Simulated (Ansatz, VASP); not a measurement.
**One calculation of Na, two programs**

Contents of INCAR:

```
SYSTEM = Na
ALGO = Normal
EDIFF = 1E-8
ENCUT = 520
GGA = PS
ISIF = 2
ISMEAR = -1
LASPH = .True.
LCHARG = .False.
LEFG = .True.
LREAL = .False.
LWAVE = .False.
NBANDS = 14
NELM = 80
PREC = Accurate
SIGMA = 0.05
```

Contents of KPOINTS:

```
k-points
0
Gamma
  13 13 7
  0 0 0
```

POSCAR

```
Na
1.0
    3.7417183499      0.0000000000      0.0000000000
   -1.8708591750      3.2404231448      0.0000000000
    0.0000000000      0.0000000000      6.1126967421
Na
2
Direct
    0.3333333333      0.6666666667      0.2500000000
    0.6666666667      0.3333333333      0.7500000000
```

Input for Ansatz:

```yaml
crystal:
  lattice:
    - [3.7417183499, 0.0, 0.0]
    - [-1.870859175, 3.2404231448, 0.0]
    - [0.0, 0.0, 6.1126967421]
  atoms:
    - { symbol: Na, position: [0.3333333333, 0.6666666667, 0.25] }
    - { symbol: Na, position: [0.6666666667, 0.3333333333, 0.75] }
kpoints:
  mp_grid: { grid: [13, 13, 7] }
scf:
  occupations: { method: fermi_dirac, width: 0.05 }
hamiltonian:
  xc: pbesol
  pseudopotentials: { kind: paw }
output:
  forces: true
  stress: true
  eigenvalues: true
  efg: { contact_densities: true }
```

Change from the starting cell: volume scaled by 0.98, PAW files.

Alike in both runs: task electric field gradients; functional PBEsol; k mesh 13 × 13 × 7; occupations fermi-dirac, width 0.05 eV; no spin polarisation.

|  | VASP | Ansatz |
| --- | --- | --- |
| version | VASP 6.6.1 | Ansatz 0.2.0 |
| potentials or method | VASP PAW PBE potentials, release 64 (Na_pv) | PAW with Ansatz's default frozen-core files, scalar-relativistic |
| plane-wave cutoff (eV) | 520 | 420 |
| valence electrons in the cell | 14 | 18 |

```csv
,VASP,Ansatz,Ansatz less VASP
pressure (GPa),-0.1,-0.1,0.00
"traceless stress, the component that is largest in VASP (GPa)",0.09,0.08,-0.001
size of Vzz on the site where it differs most (V/Å²),0.3,0.2,-0.05
```

VASP's potentials were made for PBE, not for PBEsol. VASP's potentials hold 14 valence electrons a cell and Ansatz's 18, so a difference there can come from the potentials and not from the codes.
